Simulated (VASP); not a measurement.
# Li (P-1) in VASP: a series of runs, part 2 of 2

VASP 6.6.1. The steps go on from the part before.

### 3 Single point, PBE (equal xy, yz and zx shear strains of +1 %)

INCAR

```
SYSTEM = Li
PREC = Accurate ; ENCUT = 520
EDIFF = 1E-6 ; ISMEAR = -1
SIGMA = 0.05 ; LREAL = .FALSE.
LASPH = .TRUE. ; NELM = 80
ALGO = Normal ; ISIF = 2
LWAVE = .FALSE. ; LCHARG = .FALSE.
GGA = PE ; NBANDS = 12
```

KPOINTS

```
regular mesh
0
G
  12 12 12
  0 0 0
```

POSCAR

```
Li
1.0
    1.5929163707      0.9408749900      7.6005283998
   -1.5080815607      0.9253700004      7.5850234102
    0.0289896900     -1.7524204905      7.5793481900
Li
3
Direct
    0.0000000000      0.0000000000      0.0000000000
    0.2220000000      0.2220000000      0.2220000000
    0.7780000000      0.7780000000      0.7780000000
```

Potentials or basis: VASP PAW PBE potentials, release 64 (Li_sv).

Run with:

```bash
$ cat potpaw_PBE.64/Li_sv/POTCAR > POTCAR
$ mpirun -np 1 vasp_std > vasp.out
```

OUTCAR:

```text
SYSTEM = Li
   PREC = Accurate
   ENCUT = 520
   EDIFF = 1E-6
   ISMEAR = -1
   LREAL = .FALSE.
   LASPH = .TRUE.
   NELM = 80
   ISIF = 2
   GGA = PE

 ion  position               nearest neighbor table
   1  0.000  0.000  0.000-
   2  0.222  0.222  0.222-
   3  0.778  0.778  0.778-

  LATTYP: Found a triclinic cell.
 ALAT       =     3.0875851650
 B/A-ratio  =     1.0043692043
 C/A-ratio  =     2.5195590835
 COS(alpha) =     0.0074714277
 COS(beta)  =     0.1954318846
 COS(gamma) =     0.4934652004

  Lattice vectors:

 A1 = (   1.5370712507,  -2.6777904909,  -0.0056752202)
 A2 = (   3.1009979314,   0.0155049896,   0.0155049896)
 A3 = (   0.0289896900,  -1.7524204905,   7.5793481900)

Analysis of symmetry for initial positions (statically):
=====================================================================
 Subroutine PRICEL returns:
 Original cell was already a primitive cell.

 Routine SETGRP: Setting up the symmetry group for a
 triclinic supercell.

 Subroutine GETGRP returns: Found  2 space group operations
 (whereof  2 operations were pure point group operations)
 out of a pool of  2 trial point group operations.

The static configuration has the point symmetry S_2 .

Analysis of symmetry for dynamics (positions and initial velocities):
=====================================================================
 Subroutine PRICEL returns:
 Original cell was already a primitive cell.

 Routine SETGRP: Setting up the symmetry group for a
 triclinic supercell.

 Subroutine GETGRP returns: Found  2 space group operations
 (whereof  2 operations were pure point group operations)
 out of a pool of  2 trial point group operations.

The dynamic configuration has the point symmetry S_2 .

 Subroutine INISYM returns: Found  2 space group operations
 (whereof  2 operations are pure point group operations),
 and found     1 'primitive' translations

[... 123 lines left out ...]
   AEXX    =    0.0000 exact exchange contribution
   IVDW    =     0    specifies the selected vdW correction
   LEPSILON=     F    determine dielectric tensor
   LRPA    =     F    only Hartree local field effects (RPA)
 non-spin polarized calculation
  energy-cutoff  :      520.00
  volume of cell :       63.19
 maximum number of plane-waves:      1717
 NGX is ok and might be reduce to    60
   NGX = 29   NGY = 29   NGZ = 29

 number of electron       9.0000011 magnetization

 Free energy of the ion-electron system (eV)
  ---------------------------------------------------
  ext. energy  EPLUGINS =         0.00000000
  ---------------------------------------------------
  free energy    TOTEN  =        -5.72390195 eV

  energy without entropy =       -5.71259787  energy(sigma->0) =       -5.71824991

 E-fermi :   0.4978     XC(G=0):  -6.9515

 val. band max:        0.4954400499   @ k =  -0.0833  -0.1667   0.1667
 cond. band min:       0.4997493530   @ k =  -0.0000   0.5000   0.0000
 fundamental gap:      0.0043093031
 Fermi energy:         0.4978286085

 k-point     1 :       0.0000    0.0000    0.0000
  band No.  band energies     occupation
      1     -46.0766      2.00000
      2     -46.0646      2.00000
      3     -46.0599      2.00000
      4      -2.9906      2.00000
      5      -1.0555      2.00000
      6      -1.0550      2.00000
      7       6.0454      0.00000
      8       6.0712      0.00000
      9      12.8852      0.00000
     10      13.0661      0.00000
     11      13.0725      0.00000
     12      13.1637      0.00000
[... 331 lines left out ...]
 k-point    24 :       0.3333    0.1667    0.0000
  band No.  band energies     occupation
      1     -46.0687      2.00000
      2     -46.0591      2.00000
      3     -46.0548      2.00000
      4      -1.6445      2.00000
      5      -0.2775      2.00000
      6       0.9454      0.00026
      7       5.3970      0.00000
      8       7.0892      0.00000
      9       7.5043      0.00000
     10       8.1263      0.00000
     11       8.6232      0.00000
     12      10.0795      0.00000

 [... further k-points ...]

------------------------ aborting loop because EDIFF is reached ----------------------------------------

  FORCE on cell =-STRESS in cart. coord.  units (eV):
  Direction    XX          YY          ZZ          XY          YZ          ZX
  --------------------------------------------------------------------------------------
  -------------------------------------------------------------------------------------
  Total       -0.2002682     -0.1891147     -0.3037530     -0.0383389     -0.0208641     -0.0252533
  in kB       -5.0778161     -4.7950178     -7.7016803     -0.9720861     -0.5290113     -0.6403003
  external PRESSURE =      -5.8581714 kB  Pullay stress =       0.0000000 kB

 VOLUME and BASIS-vectors are now :
 -----------------------------------------------------------------------------
  energy-cutoff  :      520.00
  volume of cell :       63.19
      direct lattice vectors                 reciprocal lattice vectors
     1.592916371  0.940874990  7.600528400     0.321348000  0.184368354  0.041398692
    -1.508081561  0.925370000  7.585023410    -0.323637760  0.187577239  0.044607577
     0.028989690 -1.752420491  7.579348190     0.001634096 -0.372601257  0.045782110

 POSITION                                       TOTAL-FORCE (eV/Angst)
 -----------------------------------------------------------------------------------
      0.00000      0.00000      0.00000        -0.000000     -0.000000     -0.000000
      0.02527      0.02527      5.05381         0.003856     -0.000042      0.009063
      0.08856      0.08856     17.71109        -0.003856      0.000042     -0.009063
 -----------------------------------------------------------------------------------
    total drift:                               -0.000000     -0.000000      0.000000

  FREE ENERGIE OF THE ION-ELECTRON SYSTEM (eV)
  ---------------------------------------------------
  free  energy   TOTEN  =        -5.7239019461 eV

  energy  without entropy=       -5.7125978731  energy(sigma->0) =       -5.71824991
```

OSZICAR:

```text
N       E                     dE             d eps       ncg     rms          rms(c)
DAV:   1     0.261187954386E+02    0.26119E+02   -0.35281E+03 20840   0.655E+02
DAV:   2     0.314973691558E+00   -0.25804E+02   -0.25028E+02 24588   0.150E+02
DAV:   3    -0.563082482587E+01   -0.59458E+01   -0.58983E+01 40132   0.383E+01
DAV:   4    -0.572701007408E+01   -0.96185E-01   -0.96118E-01 27160   0.831E+00
DAV:   5    -0.572920273355E+01   -0.21927E-02   -0.21925E-02 33116   0.101E+00    0.415E-01
DAV:   6    -0.572570581863E+01    0.34969E-02   -0.14823E-03 36592   0.179E-01    0.236E-01
DAV:   7    -0.572391152516E+01    0.17943E-02   -0.16085E-03 40640   0.195E-01    0.387E-02
DAV:   8    -0.572390388992E+01    0.76352E-05   -0.96937E-05 30600   0.763E-02    0.239E-02
DAV:   9    -0.572390233188E+01    0.15580E-05   -0.16075E-05 33724   0.202E-02    0.153E-03
DAV:  10    -0.572390194607E+01    0.38581E-06   -0.84047E-08 19892   0.233E-03
   1 F= -.57239019E+01 E0= -.57182499E+01  d E =-.113041E-01
```

stdout:

```text
POSCAR found type information on POSCAR Li
 POSCAR found :  1 types and       3 ions
 scaLAPACK will be used
 LDA part: xc-table for (Slater+PW92), standard interpolation
 POSCAR, INCAR and KPOINTS ok, starting setup
 FFT: planning ... GRIDC
 FFT: planning ... GRID_SOFT
 FFT: planning ... GRID
 WAVECAR not read
 entering main loop
```

It took 30 min on 1 thread of Intel Xeon Platinum 8259CL at 2.50GHz (Skylake/Cascade Lake), shared host; peak memory 0.81 GiB.

What came out:

```
Free energy            : -5.7239 eV
Largest force          : 0.010 eV/Å
Band gap on the k mesh : zero (an odd number of electrons rules out a gap without spin polarisation)
```

Forces in eV/Å, atoms in the order of the input:
```
Li   0.000  0.000  0.000
Li   0.004  0.000  0.009
Li  -0.004  0.000 -0.009
```

Caveat: the cell differs from its parent crystal (equal xy, yz and zx shear strains of +1 %); the cutoff is under 1.25 times the usual one of these potentials, so pressure, stress and relaxed cells hold a basis-set (Pulay) error.
